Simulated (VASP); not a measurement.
Wanted: the native input for a VASP 6.6.1 run.

```yaml
Task: single point
Functional: PBE
Potentials_or_basis: VASP PAW PBE potentials, release 64 (Al)
Cutoff: 520 eV
k_mesh: 6 × 6 × 8
Occupations: fermi-dirac, width 0.05 eV
Spin: no spin polarisation
Dipole_correction: no
Further_INCAR_settings: ALGO = Fast; EDIFF = 1e-07; NBANDS = 10
```

The structure of Al lies in POSCAR:

```
Al
1.0
    4.5467300000     -0.0454673000      0.0000000000
   -2.3127458000      3.9603137000      0.0000000000
    0.0000000000      0.0000000000      2.7539300000
Al
2
Direct
    0.3333300000      0.6666700000      0.5000000000
    0.6666700000      0.3333300000      0.5000000000
```

The input as run:

INCAR

```
SYSTEM = Al
PREC = Accurate ; ENCUT = 520
EDIFF = 1E-7 ; ISMEAR = -1
SIGMA = 0.05 ; LREAL = .FALSE.
LASPH = .TRUE. ; NELM = 80
ALGO = Fast ; ISIF = 2
LWAVE = .FALSE. ; LCHARG = .FALSE.
GGA = PE ; NBANDS = 10
```

KPOINTS

```
Automatic mesh
0
G
  6 6 8
  0 0 0
```

Potentials or basis: VASP PAW PBE potentials, release 64 (Al).

Launch:

```sh
$ cat potpaw_PBE.64/Al/POTCAR > POTCAR
$ mpirun -np 1 vasp_std > vasp.out
```

Results of the run:

- Pressure: 0.0 GPa
- Largest force: 0.120 eV/Å
- Band gap on the k mesh: zero (band 3 reaches 6.29 eV, above the bottom of band 4 at 2.55 eV)

It took 36 s on 1 thread of Intel(R) Xeon(R) Platinum 8259CL CPU @ 2.50GHz (Skylake/Cascade Lake), on a shared host, peak memory 0.18 GiB.
